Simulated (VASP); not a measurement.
Input of a VASP 6.6.1 run:

Contents of INCAR:

```
PREC = Accurate ; ENCUT = 600
EDIFF = 1E-6 ; ISMEAR = 0
SIGMA = 0.05 ; LREAL = F
LASPH = T ; NELM = 200
ALGO = Normal ; ISIF = 2
LWAVE = F ; LCHARG = T
LNONCOLLINEAR = T ; MAGMOM = 0 0 0.38 0 0 0.64
LORBIT = 11 ; I_CONSTRAINED_M = 2
LAMBDA = 10 ; M_CONSTR = 0.346 0.346 0.346 0 0 0
RWIGS = 1.32 0.66 ; ISYM = -1
AMIX = 0.2 ; BMIX = 1E-4
AMIX_MAG = 0.8 ; BMIX_MAG = 1E-4
LMAXMIX = 4 ; LDAU = T
LDAUTYPE = 2 ; LDAUL = 2 -1
LDAUU = 4 0 ; LDAUJ = 0 0
LDAUPRINT = 1 ; GGA = PS
LVHAR = T ; NBANDS = 29
GGA_COMPAT = F
```

Contents of KPOINTS:

```
Automatic mesh
0
Gamma
  7 7 7
```

Contents of POSCAR:

```
CuO
1.0
    2.5525506100      0.0000000000      0.0000000000
    0.0000000000      2.5525506100      0.0000000000
    0.0000000000      0.0000000000      2.5525506100
Cu O
1 1
Direct
    0.0000000000      0.0000000000      0.0000000000
    0.5000000000      0.5000000000      0.5000000000
```

Potentials or basis: VASP PAW PBE potentials, release 64 (Cu, O).

Command:

```bash
$ cat potpaw_PBE.64/Cu/POTCAR potpaw_PBE.64/O/POTCAR > POTCAR
$ mpirun -np 1 vasp_ncl > vasp.out
```

Estimate the band gap on the k mesh.

zero (bands 17 and 18 overlap by 2.06 eV).

Moments on the atoms (μB; x, y, z):
```
Cu  0.33 0.33 0.33
O   0.24 0.24 0.24
```

Caveat: moments held by a penalty; a cell with one magnetic atom can't hold antiferromagnetic order, which such compounds often take. The state reached can hang on the start; a lower one may exist.
